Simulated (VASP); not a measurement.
Input of a VASP 6.6.1 run:

Contents of INCAR:

```
  PREC = Accurate
  ENCUT = 520
  EDIFF = 1E-6
  ISMEAR = -1
  SIGMA = 0.1
  LREAL = False
  LASPH = True
  NELM = 60
  ALGO = Normal
  ISIF = 2
  LWAVE = False
  LCHARG = False
  GGA = PE
  NBANDS = 11
```

Contents of KPOINTS:

```
Automatic mesh
0
Gamma
  15 15 15
```

The input POSCAR:

```
Ca
1.0
    3.4283599980      0.0000000000      0.0000000000
    0.0000000000      3.4283599980      0.0000000000
    0.0000000000      0.0000000000      3.4283599980
Ca
1
Direct
    0.0000000000      0.0000000000      0.0000000000
```

Potentials or basis: VASP PAW PBE potentials, release 64 (Ca_sv).

Command:

```sh
$ cat potpaw_PBE.64/Ca_sv/POTCAR > POTCAR
$ mpirun -np 1 vasp_std > vasp.out
```

(1) What does it give for the band gap on the k mesh?

(2) What does it give for the pressure?

## Answers

(1) zero (bands 5 and 6 overlap by 0.95 eV).

(2) 1.0 GPa.
